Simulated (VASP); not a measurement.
# Si (P1) in VASP: single point with LDA

Aim: the single point of Si with LDA.

All numbers are computed with VASP 6.6.1; they aren't measurements. Logs are shortened: lines on timing, memory, paths and dates and some standing lists are left out, and cuts for length are marked.

## (1) The cell of the first run

The typed cell holds 8 atoms: a = 5.113 Å, b = 5.461 Å, c = 5.377 Å, α = 89.59°, β = 91.53°, γ = 56.27°.

## (2) Single point, LDA (atoms moved at random and the cell strained at random)

INCAR reads:

```
SYSTEM = Si
PREC = Accurate
ENCUT = 520
EDIFF = 1E-6
ISMEAR = 0
SIGMA = 0.15
LREAL = .FALSE.
LASPH = .TRUE.
NELM = 80
ALGO = Normal
ISIF = 2
LWAVE = .FALSE.
LCHARG = .FALSE.
NBANDS = 26
```

KPOINTS reads:

```
Automatic mesh
0
G
  10 10 8
  0 0 0
```

POSCAR reads:

```
Si
1.0
    4.5607090178     -2.3111652316     -0.0697570492
    4.7579961057      2.6800301897      0.0182132558
   -0.0301624489      0.0962487409      5.3763225396
Si
8
Direct
    0.4508414976      0.5589317716      0.8396021346
    0.5622528331      0.4126970800      0.1972017141
    1.0074289103     -0.0643903230      0.2278220151
   -0.0139670291      0.9878328948      0.7367868794
    0.7619212098      0.6873421588      0.4890920780
    0.2721567649      0.2379718263     -0.0286661388
    0.1607483942      0.4083361151      0.4940126617
    0.7986174193      0.7712784765      0.0441486560
```

Potentials or basis: VASP PAW LDA potentials, release 64 (Si).

On the command line:

```sh
> cat potpaw_LDA.64/Si/POTCAR > POTCAR
> mpirun -np 1 vasp_std > vasp.out
```

OUTCAR:

```text
SYSTEM = Si
   PREC = Accurate
   ENCUT = 520
   EDIFF = 1E-6
   ISMEAR = 0
   LREAL = .FALSE.
   LASPH = .TRUE.
   NELM = 80
   ISIF = 2

 ion  position               nearest neighbor table
   1  0.451  0.559  0.840-   2 2.02   4 2.27   6 2.49   7 2.75   8 2.81   5 2.82   4 2.85   3 2.98
                             8 3.10
   2  0.562  0.413  0.197-   1 2.02   3 2.32   6 2.47   7 2.64   3 2.70   5 2.72   8 2.94   8 3.13

   3  0.007  0.936  0.228-   8 1.99   2 2.32   4 2.65   2 2.70   5 2.71   4 2.75   7 2.89   1 2.98
                             6 3.00
   4  0.986  0.988  0.737-   1 2.27   8 2.52   3 2.65   3 2.75   6 2.78   5 2.80   1 2.85   7 3.08

   5  0.762  0.687  0.489-   7 1.74   8 2.46   3 2.71   2 2.72   4 2.80   1 2.82   8 3.04
   6  0.272  0.238  0.971-   2 2.47   1 2.49   8 2.49   8 2.60   7 2.66   4 2.78   7 2.94   3 3.00

   7  0.161  0.408  0.494-   5 1.74   2 2.64   6 2.66   1 2.75   3 2.89   6 2.94   8 2.97   4 3.08

   8  0.799  0.771  0.044-   3 1.99   5 2.46   6 2.49   4 2.52   6 2.60   1 2.81   2 2.94   7 2.97
                             5 3.04   1 3.10   2 3.13

  LATTYP: Found a triclinic cell.
 ALAT       =     4.9958675626
 B/A-ratio  =     1.0930832671
 C/A-ratio  =     1.0763433051
 COS(alpha) =     0.0072317066
 COS(beta)  =     0.0352664552
 COS(gamma) =     0.5247740232

  Lattice vectors:

 A1 = (  -0.1972870879,  -4.9911954213,  -0.0879703050)
 A2 = (  -4.7579961057,  -2.6800301897,  -0.0182132558)
 A3 = (   0.0301624489,  -0.0962487409,  -5.3763225396)

Analysis of symmetry for initial positions (statically):
=====================================================================
 Subroutine PRICEL returns:
 Original cell was already a primitive cell.

 Routine SETGRP: Setting up the symmetry group for a
 triclinic supercell.

 Subroutine GETGRP returns: Found  1 space group operations
 (whereof  1 operations were pure point group operations)
 out of a pool of  2 trial point group operations.

The static configuration has the point symmetry C_1 .

Analysis of symmetry for dynamics (positions and initial velocities):
=====================================================================
 Subroutine PRICEL returns:
 Original cell was already a primitive cell.

 Routine SETGRP: Setting up the symmetry group for a
 triclinic supercell.

 Subroutine GETGRP returns: Found  1 space group operations
 (whereof  1 operations were pure point group operations)
 out of a pool of  2 trial point group operations.

The dynamic configuration has the point symmetry C_1 .

 Subroutine INISYM returns: Found  1 space group operations
[... 111 lines left out ...]
   EDIFFG = 0.1E-04   stopping-criterion for IOM
   NSW    =      0    number of steps for IOM
   IBRION =     -1    ionic relax: 0-MD 1-quasi-New 2-CG
   NFREE  =      0    steps in history (QN), initial steepest desc. (CG)
   ISIF   =      2    stress and relaxation
   ISYM   =      2    0-nonsym 1-usesym 2-fastsym
   POTIM  = 0.5000    time-step for ionic-motion
   TEBEG  =    0.0;   TEEND  =   0.0 temperature during run
   PSTRESS=    0.0 pullay stress
   NELECT =      32.0000    total number of electrons
   NUPDOWN=      -1.0000    fix difference up-down
   EMIN   =  10.00;   EMAX   =-10.00  energy-range for DOS
   EFERMI =   0.00;   METHOD = LEGACY
   ISMEAR =     0;   SIGMA  =   0.15  broadening in eV -4-tet -1-fermi 0-gaus
   EFERMI_NEDOS =   21; number of points for ismear=-14 and -15
   IALGO  =     38    algorithm
   IMIX   =      4    mixing-type and parameters
     AMIX     =   0.40;   BMIX     =  1.00
     AMIX_MAG =   1.60;   BMIX_MAG =  1.00
  volume/ion in A,a.u.               =      15.60       105.27
  Fermi-wavevector in a.u.,A,eV,Ry     =   1.040074  1.965456 14.718167  1.081755
  Thomas-Fermi vector in A             =   2.174634
   LORBIT       =      0    0 simple, 1 ext, 2 COOP (PROOUT), +10 PAW based schemes
   GGA     = CA    functional components
   LHFCALC =     F    Hartree Fock is set to
   AEXX    =    0.0000 exact exchange contribution
   IVDW    =     0    specifies the selected vdW correction
   LEPSILON=     F    determine dielectric tensor
   LRPA    =     F    only Hartree local field effects (RPA)
 non-spin polarized calculation
 Gauss-broadening in eV      SIGMA  =   0.15
  energy-cutoff  :      520.00
  volume of cell :      124.79
 maximum number of plane-waves:      3382
 NGX is ok and might be reduce to    40
   NGX = 19   NGY = 21   NGZ = 19

 number of electron      32.0000000 magnetization

 Free energy of the ion-electron system (eV)
  ---------------------------------------------------
  ext. energy  EPLUGINS =         0.00000000
  ---------------------------------------------------
  free energy    TOTEN  =       -38.50433343 eV

  energy without entropy =      -38.46976549  energy(sigma->0) =      -38.48704946

 E-fermi :   8.7008     XC(G=0): -10.7882

 val. band max:        8.6992816964   @ k =  -0.4000  -0.3000   0.3750
 cond. band min:       8.7009829245   @ k =  -0.4000   0.3000   0.3750
 fundamental gap:      0.0017012282
 Fermi energy:         8.7007642894

 k-point     1 :       0.0000    0.0000    0.0000
  band No.  band energies     occupation
      1      -5.4375      2.00000
      2      -1.4730      2.00000
      3      -0.4482      2.00000
      4       0.3388      2.00000
      5       1.2992      2.00000
      6       1.9774      2.00000
[... 685 lines left out ...]
     25      13.7853      0.00000
     26      14.3080      0.00000

 [... further k-points ...]
[... 5 lines left out ...]
  --------------------------------------------------------------------------------------
  -------------------------------------------------------------------------------------
  Total        9.3750711     29.3498029      7.0221271    -10.2163688     -4.1529847      4.6758827
  in kB      120.3660195    376.8204980     90.1567026   -131.1673951    -53.3199410     60.0333992
  external PRESSURE =     195.7810734 kB  Pullay stress =       0.0000000 kB

 VOLUME and BASIS-vectors are now :
 -----------------------------------------------------------------------------
  energy-cutoff  :      520.00
  volume of cell :      124.79
      direct lattice vectors                 reciprocal lattice vectors
     4.560709018 -2.311165232 -0.069757049     0.115449195 -0.204992264  0.004317538
     4.757996106  2.680030190  0.018213256     0.099517700  0.196471318 -0.002958978
    -0.030162449  0.096248741  5.376322540     0.001160803 -0.003325328  0.186066789

 POSITION                                       TOTAL-FORCE (eV/Angst)
 -----------------------------------------------------------------------------------
      4.69023      0.53680      4.49270         1.109987     -0.028635     -5.347745
      4.52193     -0.17444      1.02852        -0.122560     -0.358000      5.505536
      4.47864      2.51222      1.24137         5.912091     -0.662094      3.856906
      9.17489      0.43945      3.91041         0.292266      1.227990     -1.107527
      6.73052      0.12825      2.58889        -5.446280     17.083201      0.438188
      2.34420      0.10226      5.20755        -1.208730      0.202287     -0.350635
      2.66109      0.77039      2.65220         5.237910    -17.765196      0.380843
      7.31067      0.22556      0.19570        -5.774683      0.300448     -3.375567
 -----------------------------------------------------------------------------------
    total drift:                               -0.000082     -0.000150     -0.000041

  FREE ENERGIE OF THE ION-ELECTRON SYSTEM (eV)
  ---------------------------------------------------
  free  energy   TOTEN  =       -38.5043334272 eV

  energy  without entropy=      -38.4697654902  energy(sigma->0) =      -38.48704946
```

stdout:

```text
POSCAR found type information on POSCAR Si
 POSCAR found :  1 types and       8 ions
 scaLAPACK will be used
 LDA part: xc-table for (Slater(with rela. corr.)+CA(PZ))
 , standard interpolation
 POSCAR, INCAR and KPOINTS ok, starting setup
 FFT: planning ... GRIDC
 FFT: planning ... GRID_SOFT
 FFT: planning ... GRID
 WAVECAR not read
 entering main loop
```

Run time: 10 min. Hardware: 1 thread of AMD EPYC 9R45 (Zen 5), shared host; peak memory 0.81 GiB.

Results:

```yaml
Free_energy: -38.5043 eV
Pressure: 19.6 GPa
Largest_force: 18.525 eV/Å
Band_gap_on_the_k_mesh: zero (bands 16 and 17 overlap by 1.77 eV)
```

Forces in eV/Å, atoms in the order of the input:
```
Si    1.110  -0.029  -5.348
Si   -0.123  -0.358   5.506
Si    5.912  -0.662   3.857
Si    0.292   1.228  -1.108
Si   -5.446  17.083   0.438
Si   -1.209   0.202  -0.351
Si    5.238 -17.765   0.381
Si   -5.775   0.300  -3.376
```

Stress tensor (GPa, compression positive):
```
 12.04 -13.12   6.00
-13.12  37.68  -5.33
  6.00  -5.33   9.02
```

Caveat: the cell differs from its parent crystal (atoms moved at random and the cell strained at random); the stress differs along the axes, from 9 to 38 GPa; forces of over 1 eV/Å act on the atoms, so gaps and moduli don't describe the material at rest.
